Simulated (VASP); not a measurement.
# Ti (Fm-3m) in VASP: single point with PBEsol

Aim: the single point of Ti with PBEsol.

Everything below comes from runs of VASP 6.6.1. Logs are shortened: lines on timing, memory, paths and dates and some standing lists are left out, and cuts for length are marked.

## (1) The cell of the first run

Symmetry: Fm-3m, No. 225, cubic system. The conventional cell has a = 4.053 Å, b = 4.053 Å, c = 4.053 Å, α = 90.00°, β = 90.00°, γ = 90.00°. Ti (site symmetry m-3m) has 12 Ti at 2.87 Å within 3.8 Å.

## (2) Single point, PBEsol

Contents of INCAR:

```
SYSTEM = Ti
  ALGO = Normal
  EDIFF = 1E-7
  ENCUT = 520
  GGA = PS
  ISIF = 2
  ISMEAR = 1
  LASPH = .True.
  LCHARG = .False.
  LREAL = .False.
  LWAVE = .False.
  NBANDS = 32
  NELM = 80
  PREC = Accurate
  SIGMA = 0.05
```

Contents of KPOINTS:

```
k-points
0
Gamma
  10 10 10
  0 0 0
```

Contents of POSCAR:

```
Ti
1.0
    4.0534044132      0.0000000000      0.0000000000
    0.0000000000      4.0534044132      0.0000000000
    0.0000000000      0.0000000000      4.0534044132
Ti
4
Direct
    0.0000000000      0.0000000000      0.0000000000
    0.0000000000      0.5000000000      0.5000000000
    0.5000000000      0.0000000000      0.5000000000
    0.5000000000      0.5000000000      0.0000000000
```

Potentials or basis: VASP PAW PBE potentials, release 64 (Ti_sv).

Command:

```bash
$ cat potpaw_PBE.64/Ti_sv/POTCAR > POTCAR
$ mpirun -np 1 vasp_std > vasp.out
```

OUTCAR:

```text
SYSTEM = Ti
   EDIFF = 1E-7
   ENCUT = 520
   GGA = PS
   ISIF = 2
   ISMEAR = 1
   LASPH = .True.
   LREAL = .False.
   NELM = 80
   PREC = Accurate

 ion  position               nearest neighbor table
   1  0.000  0.000  0.000-   2 2.87   3 2.87   4 2.87   2 2.87   3 2.87   2 2.87   4 2.87   2 2.87
                             3 2.87   4 2.87   3 2.87   4 2.87
   2  0.000  0.500  0.500-   1 2.87   3 2.87   4 2.87   1 2.87   4 2.87   1 2.87   3 2.87   1 2.87
                             3 2.87   4 2.87   4 2.87   3 2.87
   3  0.500  0.000  0.500-   1 2.87   2 2.87   4 2.87   1 2.87   4 2.87   2 2.87   4 2.87   4 2.87
                             1 2.87   2 2.87   1 2.87   2 2.87
   4  0.500  0.500  0.000-   1 2.87   2 2.87   3 2.87   2 2.87   3 2.87   1 2.87   3 2.87   3 2.87
                             1 2.87   2 2.87   2 2.87   1 2.87

  LATTYP: Found a simple cubic cell.
 ALAT       =     4.0534044132

  Lattice vectors:

 A1 = (   4.0534044132,   0.0000000000,   0.0000000000)
 A2 = (   0.0000000000,   4.0534044132,   0.0000000000)
 A3 = (   0.0000000000,   0.0000000000,   4.0534044132)

Analysis of symmetry for initial positions (statically):
=====================================================================
 Subroutine PRICEL returns following result:

  LATTYP: Found a face centered cubic cell.
 ALAT       =     4.0534044132

  Lattice vectors:

 A1 = (   2.0267022066,  -2.0267022066,   0.0000000000)
 A2 = (   2.0267022066,   0.0000000000,   2.0267022066)
 A3 = (   0.0000000000,  -2.0267022066,   2.0267022066)

   4 primitive cells build up your supercell.

 Routine SETGRP: Setting up the symmetry group for a
 simple cubic supercell.

 Subroutine GETGRP returns: Found 48 space group operations
 (whereof 48 operations were pure point group operations)
 out of a pool of 48 trial point group operations.

The static configuration has the point symmetry O_h .

Analysis of symmetry for dynamics (positions and initial velocities):
=====================================================================
 Subroutine PRICEL returns following result:

  LATTYP: Found a face centered cubic cell.
 ALAT       =     4.0534044132

  Lattice vectors:

 A1 = (   2.0267022066,  -2.0267022066,   0.0000000000)
 A2 = (   2.0267022066,   0.0000000000,   2.0267022066)
 A3 = (   0.0000000000,  -2.0267022066,   2.0267022066)

[... 99 lines left out ...]
   ISTART =      0    job   : 0-new  1-cont  2-samecut
   ICHARG =      2    charge: 1-file 2-atom 10-const
   ISPIN  =      1    spin polarized calculation?
   LNONCOLLINEAR =      F non collinear calculations
   LSORBIT =      F    spin-orbit coupling
   LASPH  =      T    aspherical Exc in radial PAW
   ENCUT  =  520.0 eV  38.22 Ry    6.18 a.u.   7.54  7.54  7.54*2*pi/ulx,y,z
   NELM   =     80;   NELMIN=  2; NELMDL= -5     # of ELM steps
   EDIFF  = 0.1E-06   stopping-criterion for ELM
   LREAL  =      F    real-space projection
   EDIFFG = 0.1E-05   stopping-criterion for IOM
   NSW    =      0    number of steps for IOM
   IBRION =     -1    ionic relax: 0-MD 1-quasi-New 2-CG
   NFREE  =      0    steps in history (QN), initial steepest desc. (CG)
   ISIF   =      2    stress and relaxation
   ISYM   =      2    0-nonsym 1-usesym 2-fastsym
   POTIM  = 0.5000    time-step for ionic-motion
   TEBEG  =    0.0;   TEEND  =   0.0 temperature during run
   PSTRESS=    0.0 pullay stress
   NELECT =      48.0000    total number of electrons
   NUPDOWN=      -1.0000    fix difference up-down
   EMIN   =  10.00;   EMAX   =-10.00  energy-range for DOS
   EFERMI =   0.00;   METHOD = LEGACY
   ISMEAR =     1;   SIGMA  =   0.05  broadening in eV -4-tet -1-fermi 0-gaus
   EFERMI_NEDOS =   21; number of points for ismear=-14 and -15
   IALGO  =     38    algorithm
   IMIX   =      4    mixing-type and parameters
     AMIX     =   0.40;   BMIX     =  1.00
     AMIX_MAG =   1.60;   BMIX_MAG =  1.00
  volume/ion in A,a.u.               =      16.65       112.36
  Fermi-wavevector in a.u.,A,eV,Ry     =   1.467806  2.773751 29.313130  2.154454
  Thomas-Fermi vector in A             =   2.583380
   LORBIT       =      0    0 simple, 1 ext, 2 COOP (PROOUT), +10 PAW based schemes
   GGA     = PS    functional components
   LHFCALC =     F    Hartree Fock is set to
   AEXX    =    0.0000 exact exchange contribution
   IVDW    =     0    specifies the selected vdW correction
   LEPSILON=     F    determine dielectric tensor
   LRPA    =     F    only Hartree local field effects (RPA)
 non-spin polarized calculation
 Methfessel and Paxton  Order N= 1 SIGMA  =   0.05
  energy-cutoff  :      520.00
  volume of cell :       66.60
 maximum number of plane-waves:      1856
   NGX = 15   NGY = 15   NGZ = 15

 number of electron      48.0000005 magnetization

 Free energy of the ion-electron system (eV)
  ---------------------------------------------------
  ext. energy  EPLUGINS =         0.00000000
  ---------------------------------------------------
  free energy    TOTEN  =       -33.13913991 eV

  energy without entropy =      -33.14027607  energy(sigma->0) =      -33.13951863

 E-fermi :   8.5727     XC(G=0): -11.8387

 val. band max:        8.5437625731   @ k =   0.3000   0.3000   0.0000
 cond. band min:       8.5777094974   @ k =   0.4000   0.3000   0.0000
 fundamental gap:      0.0339469243
 Fermi energy:         8.5726951634

 k-point     1 :       0.0000    0.0000    0.0000
  band No.  band energies     occupation
      1     -47.8531      2.00000
      2     -47.6571      2.00000
      3     -47.6571      2.00000
      4     -47.6571      2.00000
      5     -24.4783      2.00000
      6     -24.4783      2.00000
[... 829 lines left out ...]
     31      11.3009      0.00000
     32      11.3081      0.00000

 [... further k-points ...]
[... 5 lines left out ...]
  --------------------------------------------------------------------------------------
  -------------------------------------------------------------------------------------
  Total       -0.1264744     -0.1264744     -0.1264744      0.0000000      0.0000000     -0.0000000
  in kB       -3.0426599     -3.0426599     -3.0426599      0.0000000      0.0000000     -0.0000000
  external PRESSURE =      -3.0426599 kB  Pullay stress =       0.0000000 kB

 VOLUME and BASIS-vectors are now :
 -----------------------------------------------------------------------------
  energy-cutoff  :      520.00
  volume of cell :       66.60
      direct lattice vectors                 reciprocal lattice vectors
     4.053404413  0.000000000  0.000000000     0.246706200  0.000000000  0.000000000
     0.000000000  4.053404413  0.000000000     0.000000000  0.246706200  0.000000000
     0.000000000  0.000000000  4.053404413     0.000000000  0.000000000  0.246706200

 POSITION                                       TOTAL-FORCE (eV/Angst)
 -----------------------------------------------------------------------------------
      0.00000      0.00000      0.00000        -0.000000     -0.000000      0.000000
      0.00000      2.02670      2.02670         0.000000     -0.000000     -0.000000
      2.02670      0.00000      2.02670        -0.000000      0.000000      0.000000
      2.02670      2.02670      0.00000         0.000000      0.000000     -0.000000
 -----------------------------------------------------------------------------------
    total drift:                                0.000000      0.000000     -0.000000

  FREE ENERGIE OF THE ION-ELECTRON SYSTEM (eV)
  ---------------------------------------------------
  free  energy   TOTEN  =       -33.1391399105 eV

  energy  without entropy=      -33.1402760695  energy(sigma->0) =      -33.13951863
```

stdout:

```text
POSCAR found type information on POSCAR Ti
 POSCAR found :  1 types and       4 ions
 scaLAPACK will be used
 -----------------------------------------------------------------------------
|                                                                             |
|                                                                             |
|     You enforced a specific xc type in the INCAR file but a different       |
|     I HOPE YOU KNOW WHAT YOU ARE DOING!                                     |
|                                                                             |
 -----------------------------------------------------------------------------

 LDA part: xc-table for (Slater+PW92), standard interpolation
 POSCAR, INCAR and KPOINTS ok, starting setup
 FFT: planning ... GRIDC
 FFT: planning ... GRID_SOFT
 FFT: planning ... GRID
 WAVECAR not read
 entering main loop
```

Wall time 87 s (1 thread of Intel Xeon 6975P-C, shared host); peak memory 0.23 GiB.

Results:

- Free energy: -33.1391 eV
- Pressure: -0.3 GPa
- Band gap on the k mesh: zero (band 24 reaches 9.45 eV, above the bottom of band 25 at 8.16 eV)

Caveat: the PAW data sets were made with another functional, which shifts forces and pressure a little.
